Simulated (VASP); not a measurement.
A run of VASP 6.6.1 is set up as follows.

The input INCAR:

```
SYSTEM = Pb
PREC = Accurate ; ENCUT = 520
EDIFF = 1E-6 ; ISMEAR = 0
SIGMA = 0.05 ; LREAL = .FALSE.
LASPH = .TRUE. ; NELM = 80
ALGO = Normal ; ISIF = 2
LWAVE = .FALSE. ; LCHARG = .FALSE.
GGA = PE ; NBANDS = 13
```

File KPOINTS:

```
regular mesh
0
G
  8 8 8
  0 0 0
```

POSCAR

```
Pb
1.0
    0.0000000000      2.4750000000      2.4750000000
    2.4750000000      0.0000000000      2.4750000000
    2.4750000000      2.4750000000      0.0000000000
Pb
1
Direct
    0.0000000000      0.0000000000      0.0000000000
```

Potentials or basis: VASP PAW PBE potentials, release 64 (Pb_d).

Launch:

```console
$ cat potpaw_PBE.64/Pb_d/POTCAR > POTCAR
$ mpirun -np 1 vasp_std > vasp.out
```

Q: Predict the band gap on the k mesh.

A: Zero (band 7 reaches 14.70 eV, above the bottom of band 8 at 5.91 eV).

Q: Estimate the pressure.

A: 2.6 GPa.

Caveat: spin-orbit coupling is left out, which moves the levels of the heavy elements.
